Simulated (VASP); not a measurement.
A run of VASP 6.6.1:

INCAR

```
  ALGO = Normal
  EDIFF = 1E-7
  EDIFFG = -0.08
  ENCUT = 600
  GGA = PE
  GGA_COMPAT = False
  IBRION = 2
  ISIF = 3
  ISMEAR = 0
  LASPH = True
  LCHARG = False
  LREAL = False
  LWAVE = False
  NELM = 120
  NELMIN = 4
  NSW = 36
  PREC = Accurate
  SIGMA = 0.15
```

File KPOINTS:

```
k-points
0
Gamma
  3 3 3
```

Contents of POSCAR:

```
TaF4
1.0
    4.0019062100      0.0000000000      0.0000000000
    0.0000000000      4.0019062100      0.0000000000
    0.0000000000      0.0000000000      4.0019062100
Ta F
1 4
Direct
    0.5000000000      0.5000000000      0.5000000000
    0.0000000000      0.0000000000      0.0000000000
    0.5000000000      0.5000000000      0.0000000000
    0.5000000000      0.0000000000      0.5000000000
    0.0000000000      0.5000000000      0.5000000000
```

Potentials or basis: VASP PAW PBE potentials, release 64 (Ta_pv, F).

Run with:

```sh
$ cat potpaw_PBE.64/Ta_pv/POTCAR potpaw_PBE.64/F/POTCAR > POTCAR
$ mpirun -np 1 vasp_std > vasp.out
```

Hardware: 1 thread of AMD EPYC 9R45 96-Core Processor (Zen 5), with other jobs on the host.

Estimate the wall time of this run.

It took 14 s on 1 thread of AMD EPYC 9R45 96-Core Processor (Zen 5), on a shared host, peak memory 0.15 GiB. Counts: scf iterations 36, k points 4, ion steps 3.
